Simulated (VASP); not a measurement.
# Ir in VASP: a series of runs

Runs on Ir. Level: PBE. Tasks: single point.

Everything below comes from runs of VASP 6.6.1. Logs are shortened: lines on timing, memory, paths and dates and some standing lists are left out, and cuts for length are marked.

### 1 The cell of the first run

The cell holds a slab with vacuum, 5 atoms: a = 2.738 Å, b = 2.738 Å, c = 24.942 Å, α = 90.00°, β = 90.00°, γ = 120.00°.

### 2 Single point, PBE

Contents of INCAR:

```
ALGO = Normal ; DIPOL = 0.5 0.5 0.500
EDIFF = 1E-7 ; EFIELD = -0.2
ENCUT = 520 ; GGA = PE
IDIPOL = 3 ; ISIF = 2
ISMEAR = -1 ; LASPH = True
LCHARG = False ; LDIPOL = True
LREAL = False ; LWAVE = False
NBANDS = 30 ; NELM = 100
PREC = Accurate ; SIGMA = 0.1
```

Contents of KPOINTS:

```
k-points
0
Gamma
  15 15 1
```

Contents of POSCAR:

```
Ir
1.0
    2.7380282313      0.0000000000      0.0000000000
   -1.3690141156      2.3712020046      0.0000000000
    0.0000000000      0.0000000000     24.9424000000
Ir
5
Direct
    0.8333333333      0.1666666667      0.3228464568
    0.1666666667      0.8333333333      0.4105996875
    0.5000000000      0.5000000000      0.5000000009
    0.8333333333      0.1666666667      0.5894003130
    0.1666666667      0.8333333333      0.6771535418
```

Potentials or basis: VASP PAW PBE potentials, release 64 (Ir).

Started as:

```bash
$ cat potpaw_PBE.64/Ir/POTCAR > POTCAR
$ mpirun -np 1 vasp_std > vasp.out
```

OUTCAR:

```text
EDIFF = 1E-7
   ENCUT = 520
   GGA = PE
   ISIF = 2
   ISMEAR = -1
   LASPH = True
   LREAL = False
   NELM = 100
   PREC = Accurate

 ion  position               nearest neighbor table
   1  0.833  0.167  0.323-   2 2.70   2 2.70   2 2.70
   2  0.167  0.833  0.411-   1 2.70   1 2.70   1 2.70   3 2.73   3 2.73   3 2.73
   3  0.500  0.500  0.500-   4 2.73   4 2.73   4 2.73   2 2.73   2 2.73   2 2.73
   4  0.833  0.167  0.589-   5 2.70   5 2.70   5 2.70   3 2.73   3 2.73   3 2.73
   5  0.167  0.833  0.677-   4 2.70   4 2.70   4 2.70

  LATTYP: Found a hexagonal cell.
 ALAT       =     2.7380282313
 C/A-ratio  =     9.1096211919

  Lattice vectors:

 A1 = (   2.7380282313,   0.0000000000,   0.0000000000)
 A2 = (  -1.3690141156,   2.3712020046,   0.0000000000)
 A3 = (   0.0000000000,   0.0000000000,  24.9424000000)

Analysis of symmetry for initial positions (statically):
=====================================================================
 Subroutine PRICEL returns:
 Original cell was already a primitive cell.

 Routine SETGRP: Setting up the symmetry group for a
 hexagonal supercell.

 Subroutine GETGRP returns: Found 12 space group operations
 (whereof  4 operations were pure point group operations)
 out of a pool of 24 trial point group operations.

The static configuration has the point symmetry C_2h.
 The point group associated with its full space group is D_3d.

Analysis of symmetry for dynamics (positions and initial velocities):
=====================================================================
 An external electric field (EFIELD) may reduce the allowed symmetry operations
 Subroutine PRICEL returns:
 Original cell was already a primitive cell.

 Routine SETGRP: Setting up the symmetry group for a
 hexagonal supercell.

 Subroutine GETGRP returns: Found  6 space group operations
 (whereof  2 operations were pure point group operations)
 out of a pool of 24 trial point group operations.

The dynamic configuration has the point symmetry C_1h.
 The point group associated with its full space group is C_3v.

 Subroutine INISYM returns: Found  6 space group operations
 (whereof  2 operations are pure point group operations),
 and found     1 'primitive' translations

----------------------------------------------------------------------------------------

                                     Primitive cell

  volume of cell :     161.9365

  direct lattice vectors                    reciprocal lattice vectors
     2.738028231  0.000000000  0.000000000     0.365226329  0.210863519  0.000000000
[... 102 lines left out ...]
   PSTRESS=    0.0 pullay stress
   NELECT =      45.0000    total number of electrons
   NUPDOWN=      -1.0000    fix difference up-down
   EMIN   =  10.00;   EMAX   =-10.00  energy-range for DOS
   EFERMI =   0.00;   METHOD = LEGACY
   ISMEAR =    -1;   SIGMA  =   0.10  broadening in eV -4-tet -1-fermi 0-gaus
   EFERMI_NEDOS =   21; number of points for ismear=-14 and -15
   IALGO  =     38    algorithm
   IMIX   =      4    mixing-type and parameters
     AMIX     =   0.40;   BMIX     =  1.00
     AMIX_MAG =   1.60;   BMIX_MAG =  1.00
  volume/ion in A,a.u.               =      32.39       218.56
  Fermi-wavevector in a.u.,A,eV,Ry     =   1.068310  2.018814 15.528152  1.141287
  Thomas-Fermi vector in A             =   2.203954
   LORBIT       =      0    0 simple, 1 ext, 2 COOP (PROOUT), +10 PAW based schemes
   GGA     = PE    functional components
   LHFCALC =     F    Hartree Fock is set to
   AEXX    =    0.0000 exact exchange contribution
   IVDW    =     0    specifies the selected vdW correction
   LEPSILON=     F    determine dielectric tensor
   LRPA    =     F    only Hartree local field effects (RPA)
 non-spin polarized calculation
  energy-cutoff  :      520.00
  volume of cell :      161.94
 maximum number of plane-waves:      4393
   NGX = 11   NGY = 11   NGZ = 93

 dipolmoment           0.000000      0.000000      0.300812 electrons x Angstroem

 number of electron      45.0000001 magnetization

 dipolmoment           0.000000      0.000000     -0.087218 electrons x Angstroem

 Free energy of the ion-electron system (eV)
  ---------------------------------------------------
  ext. energy  EPLUGINS =         0.00000000
  ---------------------------------------------------
  free energy    TOTEN  =       -42.50687620 eV

  energy without entropy =      -42.32566014  energy(sigma->0) =      -42.41626817

 E-fermi :   1.3837     XC(G=0):  -6.9425

 val. band max:        1.3268528788   @ k =   0.2667   0.0667   0.0000
 cond. band min:       1.3879279223   @ k =   0.2667   0.0000   0.0000
 fundamental gap:      0.0610750434
 Fermi energy:         1.3836882388

 k-point     1 :       0.0000    0.0000    0.0000
  band No.  band energies     occupation
      1      -9.1059      2.00000
      2      -8.0942      2.00000
      3      -6.8510      2.00000
      4      -6.2497      2.00000
      5      -6.1830      2.00000
      6      -2.5952      2.00000
[... 781 lines left out ...]
     29       6.8441      0.00000
     30       7.3631      0.00000

 [... further k-points ...]

------------------------ aborting loop because EDIFF is reached ----------------------------------------

 vacuum level on the upper side and lower side of the slab       (xc-potential included)         1.247        -1.257

  FORCE on cell =-STRESS in cart. coord.  units (eV):
  Direction    XX          YY          ZZ          XY          YZ          ZX
  --------------------------------------------------------------------------------------
  -------------------------------------------------------------------------------------
  Total       -3.5736874     -3.5736874      0.1709255     -0.0000000      0.0000000     -0.0000000
  in kB      -35.3575715    -35.3575715      1.6911130     -0.0000000      0.0000000     -0.0000000
  external PRESSURE =     -23.0080100 kB  Pullay stress =       0.0000000 kB

 VOLUME and BASIS-vectors are now :
 -----------------------------------------------------------------------------
  energy-cutoff  :      520.00
  volume of cell :      161.94
      direct lattice vectors                 reciprocal lattice vectors
     2.738028231  0.000000000  0.000000000     0.365226329  0.210863519  0.000000000
    -1.369014116  2.371202005  0.000000000     0.000000000  0.421727039  0.000000000
     0.000000000  0.000000000 24.942400000     0.000000000  0.000000000  0.040092373

 POSITION                                       TOTAL-FORCE (eV/Angst)
 -----------------------------------------------------------------------------------
      2.05352      0.39520      8.05257         0.000000     -0.000000     -0.029043
     -0.68451      1.97600     10.24134         0.000000      0.000000      0.001103
      0.68451      1.18560     12.47120        -0.000000     -0.000000      0.005900
      2.05352      0.39520     14.70106        -0.000000     -0.000000     -0.001279
     -0.68451      1.97600     16.88983         0.000000     -0.000000      0.023319
 -----------------------------------------------------------------------------------
    total drift:                               -0.000000      0.000000     -0.000148

  FREE ENERGIE OF THE ION-ELECTRON SYSTEM (eV)
  ---------------------------------------------------
  free  energy   TOTEN  =       -42.5068761994 eV

  energy  without entropy=      -42.3256601365  energy(sigma->0) =      -42.41626817

 vacuum level on the upper side and lower side of the slab         8.129         5.674
```

OSZICAR:

```text
N       E                     dE             d eps       ncg     rms          rms(c)
DAV:   1     0.453943617666E+03    0.45394E+03   -0.18501E+04  1628   0.131E+03
DAV:   2    -0.776169239251E+01   -0.46171E+03   -0.42311E+03  1638   0.402E+02
DAV:   3    -0.447626903357E+02   -0.37001E+02   -0.33276E+02  2188   0.109E+02
[... 13 lines left out ...]
DAV:  63    -0.425068670231E+02   -0.12006E-04   -0.22346E-06  1800   0.633E-03    0.822E-03
DAV:  64    -0.425068739402E+02   -0.69172E-05   -0.25084E-06  1604   0.588E-03    0.297E-03
DAV:  65    -0.425068756567E+02   -0.17165E-05   -0.36548E-07  1368   0.356E-03    0.282E-03
DAV:  66    -0.425068761375E+02   -0.48077E-06   -0.24944E-07  1234   0.244E-03    0.168E-03
DAV:  67    -0.425068761994E+02   -0.61922E-07   -0.42087E-08  1090   0.114E-03
   1 F= -.42506876E+02 E0= -.42416268E+02  d E =-.181216E+00
```

Run time: 8.1 min. Hardware: 1 thread of Intel Xeon Platinum 8488C (Sapphire Rapids), shared host; peak memory 0.28 GiB.

Results:

```
Free energy   : -42.5069 eV
Largest force : 0.029 eV/Å
```

Forces in eV/Å, atoms in the order of the input:
```
Ir   0.000  0.000 -0.029
Ir   0.000  0.000  0.001
Ir   0.000  0.000  0.006
Ir   0.000  0.000 -0.001
Ir   0.000  0.000  0.023
```

Levels at points of the mesh, in eV from the Fermi level:
| k point | band 20 | band 21 | band 22 | band 23 | band 24 | band 25 |
| --- | --- | --- | --- | --- | --- | --- |
| (0.00, 0.00, 0.00) | -1.16 | -1.16 | -1.07 | -1.07 | -0.52 | -0.52 |

Caveat: spin-orbit coupling is left out, which moves the levels of the heavy elements.

### 3 Single point, PBE

Contents of INCAR:

```
PREC = Accurate
ENCUT = 520
EDIFF = 1E-6
ISMEAR = -1
SIGMA = 0.1
LREAL = F
LASPH = T
NELM = 100
ALGO = Normal
ISIF = 2
LWAVE = F
LCHARG = F
GGA = PE
NBANDS = 30
```

Contents of KPOINTS:

```
Automatic mesh
0
Gamma
  15 15 1
```

POSCAR is that of step 2.

Potentials or basis: VASP PAW PBE potentials, release 64 (Ir).

Started as:

```bash
$ cat potpaw_PBE.64/Ir/POTCAR > POTCAR
$ mpirun -np 1 vasp_std > vasp.out
```

OUTCAR:

```text
PREC = Accurate
   ENCUT = 520
   EDIFF = 1E-6
   ISMEAR = -1
   LREAL = F
   LASPH = T
   NELM = 100
   ISIF = 2
   GGA = PE

 ion  position               nearest neighbor table
   1  0.833  0.167  0.323-   2 2.70   2 2.70   2 2.70
   2  0.167  0.833  0.411-   1 2.70   1 2.70   1 2.70   3 2.73   3 2.73   3 2.73
   3  0.500  0.500  0.500-   4 2.73   4 2.73   4 2.73   2 2.73   2 2.73   2 2.73
   4  0.833  0.167  0.589-   5 2.70   5 2.70   5 2.70   3 2.73   3 2.73   3 2.73
   5  0.167  0.833  0.677-   4 2.70   4 2.70   4 2.70

  LATTYP: Found a hexagonal cell.
 ALAT       =     2.7380282313
 C/A-ratio  =     9.1096211919

  Lattice vectors:

 A1 = (   2.7380282313,   0.0000000000,   0.0000000000)
 A2 = (  -1.3690141156,   2.3712020046,   0.0000000000)
 A3 = (   0.0000000000,   0.0000000000,  24.9424000000)

Analysis of symmetry for initial positions (statically):
=====================================================================
 Subroutine PRICEL returns:
[... 172 lines left out ...]
  ext. energy  EPLUGINS =         0.00000000
  ---------------------------------------------------
  free energy    TOTEN  =       -42.49815860 eV

  energy without entropy =      -42.31694092  energy(sigma->0) =      -42.40754976

 E-fermi :   1.3846     XC(G=0):  -6.9821

 val. band max:        1.3277794794   @ k =   0.2667   0.0667   0.0000
 cond. band min:       1.3889215870   @ k =   0.2667   0.0000   0.0000
 fundamental gap:      0.0611421076
 Fermi energy:         1.3846182032

 k-point     1 :       0.0000    0.0000    0.0000
  band No.  band energies     occupation
      1      -9.1050      2.00000
      2      -8.0933      2.00000
      3      -6.8500      2.00000
      4      -6.2487      2.00000
      5      -6.1821      2.00000
      6      -2.5943      2.00000
[... 781 lines left out ...]
     29       6.8451      0.00000
     30       7.3640      0.00000

 [... further k-points ...]
[... 5 lines left out ...]
  --------------------------------------------------------------------------------------
  -------------------------------------------------------------------------------------
  Total       -3.5772500     -3.5772500      0.1808477     -0.0000000     -0.0000000     -0.0000000
  in kB      -35.3928195    -35.3928195      1.7892827     -0.0000000     -0.0000000     -0.0000000
  external PRESSURE =     -22.9987854 kB  Pullay stress =       0.0000000 kB

 VOLUME and BASIS-vectors are now :
 -----------------------------------------------------------------------------
  energy-cutoff  :      520.00
  volume of cell :      161.94
      direct lattice vectors                 reciprocal lattice vectors
     2.738028231  0.000000000  0.000000000     0.365226329  0.210863519  0.000000000
    -1.369014116  2.371202005  0.000000000     0.000000000  0.421727039  0.000000000
     0.000000000  0.000000000 24.942400000     0.000000000  0.000000000  0.040092373

 POSITION                                       TOTAL-FORCE (eV/Angst)
 -----------------------------------------------------------------------------------
      2.05352      0.39520      8.05257        -0.000000      0.000000     -0.025698
     -0.68451      1.97600     10.24134         0.000000      0.000000      0.001281
      0.68451      1.18560     12.47120        -0.000000      0.000000      0.000000
      2.05352      0.39520     14.70106        -0.000000      0.000000     -0.001281
     -0.68451      1.97600     16.88983         0.000000     -0.000000      0.025698
 -----------------------------------------------------------------------------------
    total drift:                               -0.000000      0.000000     -0.000000

  FREE ENERGIE OF THE ION-ELECTRON SYSTEM (eV)
  ---------------------------------------------------
  free  energy   TOTEN  =       -42.4981585956 eV

  energy  without entropy=      -42.3169409177  energy(sigma->0) =      -42.40754976
```

OSZICAR:

```text
N       E                     dE             d eps       ncg     rms          rms(c)
DAV:   1     0.455845900956E+03    0.45585E+03   -0.18487E+04  1628   0.131E+03
DAV:   2    -0.688594754453E+01   -0.46273E+03   -0.42268E+03  1650   0.401E+02
DAV:   3    -0.435545281284E+02   -0.36669E+02   -0.32887E+02  2266   0.108E+02
[... 17 lines left out ...]
DAV:  21    -0.424981509291E+02   -0.55620E-05   -0.43480E-06  1370   0.121E-02    0.941E-03
DAV:  22    -0.424981531363E+02   -0.22072E-05   -0.65994E-07  1028   0.916E-03    0.718E-03
DAV:  23    -0.424981550747E+02   -0.19384E-05   -0.33809E-07  1050   0.331E-03    0.544E-03
DAV:  24    -0.424981567791E+02   -0.17044E-05   -0.52039E-07  1034   0.552E-03    0.570E-04
DAV:  25    -0.424981580598E+02   -0.12807E-05   -0.20042E-07  1062   0.233E-03    0.138E-03
DAV:  26    -0.424981585956E+02   -0.53583E-06   -0.34488E-08   846   0.150E-03
   1 F= -.42498159E+02 E0= -.42407550E+02  d E =-.181218E+00
```

Run time: 3.5 min. Hardware: 1 thread of Intel Xeon Platinum 8488C (Sapphire Rapids), shared host; peak memory 0.3 GiB.

What came out:

| Item | Value |
| --- | --- |
| Free energy | -42.4982 eV |
| Largest force | 0.026 eV/Å |

Forces in eV/Å, atoms in the order of the input:
```
Ir   0.000  0.000 -0.026
Ir   0.000  0.000  0.001
Ir   0.000  0.000  0.000
Ir   0.000  0.000 -0.001
Ir   0.000  0.000  0.026
```

Caveat: spin-orbit coupling is left out, which moves the levels of the heavy elements.
